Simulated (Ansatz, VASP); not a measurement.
Ta: VASP beside Ansatz

```
CELL_PARAMETERS angstrom
-1.66146 1.66146 1.79039
1.66146 -1.66146 1.79039
1.66146 1.66146 -1.79039
ATOMIC_POSITIONS crystal
Ta 0.00000 0.00000 0.00000
```

Alike in both runs: task single point; functional PBEsol; k mesh 22 × 22 × 22; occupations gaussian, width 0.15 eV; no spin polarisation.

|  | VASP | Ansatz |
| --- | --- | --- |
| version | VASP 6.6.1 | Ansatz 0.2.0 |
| potentials or method | VASP PAW PBE potentials, release 64 (Ta_pv), cutoff 520 eV | scalar-relativistic, plane waves, PAW |
| valence electrons in the cell | 11 | 13 |

|  | VASP | Ansatz | Ansatz less VASP |
| --- | --- | --- | --- |
| gap on the k mesh at the Fermi level (eV) | none | none | - |
| pressure (GPa) | -18.4 | -18.4 | 0.00 |
| traceless stress, the component that is largest in VASP (GPa) | -3.82 | -3.81 | +0.006 |

VASP's potentials were made for PBE, not for PBEsol, and Ansatz warns of the same on its side. A gap of «none» marks a metal or a gap that the smearing closes. VASP's potentials hold 11 valence electrons a cell and Ansatz's 13, so a difference there can come from the potentials and not from the codes.

Spin-orbit coupling is off throughout.
